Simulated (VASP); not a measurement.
# ZnO (P6_3/mmc) in VASP: further runs, part 2 of 2

VASP 6.6.1.

## 3. Single point, PBEsol (strained)

Contents of INCAR:

```
SYSTEM = ZnO
PREC     = Accurate       ! precision mode
ENCUT    = 520            ! plane-wave cutoff, eV
EDIFF    = 1E-7           ! SCF threshold, eV
ISMEAR   = 0              ! smearing method
SIGMA    = 0.02           ! smearing width, eV
LREAL    = .False.        ! projectors in reciprocal space
LASPH    = .True.         ! aspherical terms in the spheres
NELM     = 60             ! most SCF steps
ALGO     = Normal         ! electronic algorithm
ISIF     = 2              ! what is computed and relaxed
LWAVE    = .False.        ! write WAVECAR
LCHARG   = .False.        ! write CHGCAR
GGA      = PS             ! functional
NBANDS   = 26             ! bands
```

Contents of KPOINTS:

```
Automatic mesh
0
Gamma
  9 9 4
  0 0 0
```

Contents of POSCAR:

```
ZnO
1.0
    3.2562711553      0.0000000000      0.0000000000
   -1.6281355776      2.8200135420      0.0000000000
    0.0000000000      0.0000000000      7.7034436169
Zn O
2 2
Direct
    0.0000000000      0.0000000000      0.7500000000
    0.0000000000      0.0000000000      0.2500000000
    0.3333333300      0.6666666700      0.2500000000
    0.6666666700      0.3333333300      0.7500000000
```

Potentials or basis: VASP PAW PBE potentials, release 64 (Zn, O).

Command:

```sh
$ cat potpaw_PBE.64/Zn/POTCAR potpaw_PBE.64/O/POTCAR > POTCAR
$ mpirun -np 1 vasp_std > vasp.out
```

OUTCAR:

```text
SYSTEM = ZnO
   PREC = Accurate
   ENCUT = 520
   EDIFF = 1E-7
   ISMEAR = 0
   LREAL = .False.
   LASPH = .True.
   NELM = 60
   ISIF = 2
   GGA = PS

 ion  position               nearest neighbor table
   1  0.000  0.000  0.750-   4 1.88   4 1.88   4 1.88
   2  0.000  0.000  0.250-   3 1.88   3 1.88   3 1.88
   3  0.333  0.667  0.250-   2 1.88   2 1.88   2 1.88
   4  0.667  0.333  0.750-   1 1.88   1 1.88   1 1.88

  LATTYP: Found a hexagonal cell.
 ALAT       =     3.2562711553
 C/A-ratio  =     2.3657254723

  Lattice vectors:

 A1 = (   3.2562711553,   0.0000000000,   0.0000000000)
 A2 = (  -1.6281355776,   2.8200135420,   0.0000000000)
 A3 = (   0.0000000000,   0.0000000000,   7.7034436169)

Analysis of symmetry for initial positions (statically):
=====================================================================
 Subroutine PRICEL returns:
 Original cell was already a primitive cell.

 Routine SETGRP: Setting up the symmetry group for a
 hexagonal supercell.

 Subroutine GETGRP returns: Found 24 space group operations
 (whereof 12 operations were pure point group operations)
[... 164 lines left out ...]
  ext. energy  EPLUGINS =         0.00000000
  ---------------------------------------------------
  free energy    TOTEN  =       -18.27325164 eV

  energy without entropy =      -18.27325164  energy(sigma->0) =      -18.27325164

 E-fermi :  -0.9393     XC(G=0):  -8.7603

 val. band max:       -1.0446162149   @ k =   0.0000   0.0000   0.0000
 cond. band min:      -0.1734288146   @ k =   0.0000   0.0000   0.0000
 fundamental gap:      0.8711874003
 Fermi energy:        -0.9392814088

 k-point     1 :       0.0000    0.0000    0.0000
  band No.  band energies     occupation
      1     -18.6450      2.00000
      2     -18.6012      2.00000
      3      -7.3344      2.00000
      4      -7.3344      2.00000
      5      -7.3277      2.00000
      6      -7.3277      2.00000
[... 685 lines left out ...]
     25       8.4605      0.00000
     26       8.4605      0.00000

 [... further k-points ...]
[... 5 lines left out ...]
  --------------------------------------------------------------------------------------
  -------------------------------------------------------------------------------------
  Total       -0.6169532     -0.6169532     -0.3173721     -0.0000000      0.0000000     -0.0000000
  in kB      -13.9735307    -13.9735307     -7.1882417     -0.0000000      0.0000000     -0.0000000
  external PRESSURE =     -11.7117677 kB  Pullay stress =       0.0000000 kB

 VOLUME and BASIS-vectors are now :
 -----------------------------------------------------------------------------
  energy-cutoff  :      520.00
  volume of cell :       70.74
      direct lattice vectors                 reciprocal lattice vectors
     3.256271155  0.000000000  0.000000000     0.307099732  0.177304113  0.000000000
    -1.628135578  2.820013542  0.000000000     0.000000000  0.354608226  0.000000000
     0.000000000  0.000000000  7.703443617     0.000000000  0.000000000  0.129812075

 POSITION                                       TOTAL-FORCE (eV/Angst)
 -----------------------------------------------------------------------------------
      0.00000      0.00000      5.77758         0.000000      0.000000     -0.000000
      0.00000      0.00000      1.92586         0.000000      0.000000      0.000000
     -0.00000      1.88001      1.92586        -0.000000      0.000000     -0.000000
      1.62814      0.94000      5.77758         0.000000     -0.000000     -0.000000
 -----------------------------------------------------------------------------------
    total drift:                                0.000000      0.000000     -0.000000

  FREE ENERGIE OF THE ION-ELECTRON SYSTEM (eV)
  ---------------------------------------------------
  free  energy   TOTEN  =       -18.2732516416 eV

  energy  without entropy=      -18.2732516416  energy(sigma->0) =      -18.27325164
```

OSZICAR:

```text
N       E                     dE             d eps       ncg     rms          rms(c)
DAV:   1     0.293369229547E+03    0.29337E+03   -0.17997E+04  1872   0.176E+03
DAV:   2     0.146935819498E+02   -0.27868E+03   -0.25845E+03  2020   0.380E+02
DAV:   3    -0.211426219601E+02   -0.35836E+02   -0.35403E+02  2108   0.140E+02
DAV:   4    -0.219431561509E+02   -0.80053E+00   -0.79898E+00  2104   0.222E+01
DAV:   5    -0.219479799667E+02   -0.48238E-02   -0.48234E-02  2094   0.170E+00    0.159E+01
DAV:   6    -0.181697259983E+02    0.37783E+01   -0.97529E+00  3224   0.705E+01    0.957E+00
DAV:   7    -0.183330640060E+02   -0.16334E+00   -0.30089E+00  1982   0.168E+01    0.573E+00
DAV:   8    -0.183420276547E+02   -0.89636E-02   -0.86395E-01  2280   0.728E+00    0.196E+00
DAV:   9    -0.182694955363E+02    0.72532E-01   -0.18380E-01  2694   0.638E+00    0.418E-01
DAV:  10    -0.182727335906E+02   -0.32381E-02   -0.50551E-02  1942   0.158E+00    0.154E-01
DAV:  11    -0.182732198729E+02   -0.48628E-03   -0.95325E-04  1950   0.534E-01    0.821E-02
DAV:  12    -0.182732325810E+02   -0.12708E-04   -0.43581E-04  2564   0.470E-01    0.224E-02
DAV:  13    -0.182732636977E+02   -0.31117E-04   -0.93817E-05  2206   0.118E-01    0.303E-02
DAV:  14    -0.182732513239E+02    0.12374E-04   -0.39603E-05  2524   0.586E-02    0.455E-03
DAV:  15    -0.182732518858E+02   -0.56198E-06   -0.81432E-06  1942   0.256E-02    0.319E-03
DAV:  16    -0.182732516975E+02    0.18832E-06   -0.37258E-07  2190   0.815E-03    0.221E-03
DAV:  17    -0.182732516416E+02    0.55888E-07   -0.96068E-08  1332   0.575E-03
   1 F= -.18273252E+02 E0= -.18273252E+02  d E =-.210692E-15
```

stdout:

```text
POSCAR found type information on POSCAR ZnO
 POSCAR found :  2 types and       4 ions
 scaLAPACK will be used
 -----------------------------------------------------------------------------
|                                                                             |
|                                                                             |
|     You enforced a specific xc type in the INCAR file but a different       |
|     I HOPE YOU KNOW WHAT YOU ARE DOING!                                     |
|                                                                             |
 -----------------------------------------------------------------------------

 LDA part: xc-table for (Slater+PW92), standard interpolation
 POSCAR, INCAR and KPOINTS ok, starting setup
 FFT: planning ... GRIDC
 FFT: planning ... GRID_SOFT
 FFT: planning ... GRID
 WAVECAR not read
 entering main loop
```

Wall time 42 s (1 thread of Intel Xeon Platinum 8488C (Sapphire Rapids), shared host); peak memory 0.21 GiB.

What came out:

```yaml
Free_energy: -18.2733 eV
Pressure: -1.2 GPa
Band_gap_on_the_k_mesh: 0.87 eV, direct
```

Stress tensor (GPa, compression positive):
```
-1.40  0.00  0.00
 0.00 -1.40  0.00
 0.00  0.00 -0.72
```

Caveat: the cell differs from its parent crystal (strained); the PAW data sets were made with another functional, which shifts forces and pressure a little. A k mesh can miss the band edges.

## 4. Single point, r2SCAN (functional r2SCAN, strained)

Contents of POSCAR:

```
ZnO
1.0
    3.4101808980      0.0000000000      0.0000000000
   -1.7050904489      2.9533032891      0.0000000000
    0.0000000000      0.0000000000      7.3954798550
Zn O
2 2
Direct
    0.0000000000      0.0000000000      0.7500000000
    0.0000000000      0.0000000000      0.2500000000
    0.3333333300      0.6666666700      0.2500000000
    0.6666666700      0.3333333300      0.7500000000
```

Contents of INCAR.step1:

```
SYSTEM = ZnO
  ALGO = Normal
  EDIFF = 1E-4
  ENCUT = 520
  GGA = PE
  ISMEAR = 0
  LASPH = .True.
  LCHARG = .False.
  LREAL = .False.
  LWAVE = .True.
  NBANDS = 26
  NELM = 80
  PREC = Accurate
  SIGMA = 0.02
```

Contents of INCAR.step2:

```
SYSTEM = ZnO
  ALGO = Normal
  EDIFF = 1E-7
  ENCUT = 520
  ISIF = 2
  ISMEAR = 0
  ISTART = 1
  LASPH = .True.
  LCHARG = .True.
  LELF = .True.
  LMIXTAU = .True.
  LREAL = .False.
  LVHAR = .True.
  LWAVE = .False.
  METAGGA = R2SCAN
  NBANDS = 26
  NELM = 80
  PREC = Accurate
  SIGMA = 0.02
```

Contents of KPOINTS:

```
k-points
0
Gamma
  9 9 4
  0 0 0
```

Command:

```sh
$ cat potpaw_PBE.64/Zn/POTCAR potpaw_PBE.64/O/POTCAR > POTCAR
$ cp INCAR.step1 INCAR
$ mpirun -np 1 vasp_std > vasp.out
$ cp INCAR.step2 INCAR
$ mpirun -np 1 vasp_std > vasp.out
```

Run time: 3.3 min. Hardware: 1 thread of Intel Xeon Platinum 8488C (Sapphire Rapids), shared host; peak memory 0.24 GiB.

It converged, with:

```yaml
Free_energy: -34.7196 eV
Pressure: -11.2 GPa
Band_gap_on_the_k_mesh: 1.12 eV, direct
```

Stress tensor (GPa, compression positive):
```
-16.16   0.00   0.00
  0.00 -16.16   0.00
  0.00   0.00  -1.37
```

Levels at points of the mesh, in eV from the valence-band top:
```csv
k point,band 16,band 17,band 18,band 19,band 20,band 21
"(0.00, 0.00, 0.00)",0.00,0.00,0.00,1.12,3.46,5.50
"(0.00, 0.00, 0.50)",0.00,0.00,0.00,2.16,2.16,7.47
```

Caveat: the cell differs from its parent crystal (functional r2SCAN, strained); the PAW data sets were made with another functional, which shifts forces and pressure a little. A k mesh can miss the band edges.

## 5. Single point, PBEsol

This run uses another cell than the first one, of 16.69 Å³/atom, 1.072 times its volume.

Contents of INCAR:

```
SYSTEM = ZnO
ALGO = Normal
EDIFF = 1E-7
ENCUT = 520
GGA = PS
ISIF = 2
ISMEAR = 0
LASPH = .TRUE.
LCHARG = .TRUE.
LELF = .TRUE.
LREAL = .FALSE.
LVHAR = .TRUE.
LWAVE = .FALSE.
NBANDS = 26
NELM = 100
PREC = Accurate
SIGMA = 0.1
```

Contents of KPOINTS:

```
k-points
0
G
  6 6 4
  0 0 0
```

Contents of POSCAR:

```
ZnO
1.0
    3.2879671587      0.0000000000      0.0000000000
   -1.6439835793      2.8474630862      0.0000000000
    0.0000000000      0.0000000000      7.1304413500
Zn O
2 2
Direct
    0.0000000000      0.0000000000      0.7500000000
    0.0000000000      0.0000000000      0.2500000000
    0.3333333300      0.6666666700      0.2500000000
    0.6666666700      0.3333333300      0.7500000000
```

Command:

```sh
$ cat potpaw_PBE.64/Zn/POTCAR potpaw_PBE.64/O/POTCAR > POTCAR
$ mpirun -np 1 vasp_std > vasp.out
```

Run time: 38 s. Hardware: 1 thread of Intel Xeon 6975P-C, shared host; peak memory 0.19 GiB.

It converged, with:

| Item | Value |
| --- | --- |
| Free energy | -18.2650 eV |
| Pressure | -3.8 GPa |
| Band gap on the k mesh | 0.75 eV, direct |

Stress tensor (GPa, compression positive):
```
-5.33  0.00  0.00
 0.00 -5.33  0.00
 0.00  0.00 -0.87
```

Levels at points of the mesh, in eV from the valence-band top:
```csv
k point,band 15,band 16,band 17,band 18,band 19,band 20,band 21,band 22
"(0.00, 0.00, 0.00)",-0.01,-0.01,0.00,0.00,0.75,3.29,5.10,10.88
"(0.50, 0.00, 0.00)",-1.89,-1.81,-0.91,-0.90,4.82,5.45,6.11,8.70
"(0.00, 0.00, 0.50)",0.00,0.00,0.00,0.00,1.87,1.87,7.18,7.18
"(0.50, 0.00, 0.50)",-1.85,-1.85,-0.87,-0.87,4.94,4.94,7.54,7.54
```

Caveat: the PAW data sets were made with another functional, which shifts forces and pressure a little. A k mesh can miss the band edges.

## 6. Summary

| level | cell | k mesh | smearing | gap on the mesh (eV) | pressure (GPa) |
| --- | --- | --- | --- | --- | --- |
| PBEsol | a = 3.149, b = 3.149, c = 7.256 Å, angles 90.0, 90.0, 120.0°, 4 atoms | 9 × 9 × 4 | gaussian 0.02 eV | 0.78 | 10.0 |
| PBEsol | a = 3.256, b = 3.256, c = 7.703 Å, angles 90.0, 90.0, 120.0°, 4 atoms | 9 × 9 × 4 | gaussian 0.02 eV | 0.87 | -1.2 |
| r2SCAN | a = 3.410, b = 3.410, c = 7.395 Å, angles 90.0, 90.0, 120.0°, 4 atoms | 9 × 9 × 4 | gaussian 0.02 eV | 1.12 | -11.2 |
| PBEsol | a = 3.288, b = 3.288, c = 7.130 Å, angles 90.0, 90.0, 120.0°, 4 atoms | 6 × 6 × 4 | gaussian 0.1 eV | 0.75 | -3.8 |

Alike in all rows: task single point; potentials or basis VASP PAW PBE potentials, release 64 (Zn, O); no spin polarisation; cutoff (eV) 520.

Caveats: the PAW data sets were made with another functional, which shifts forces and pressure a little.

Total energies depend on the potentials used, so only differences within one code and one set of settings carry meaning.
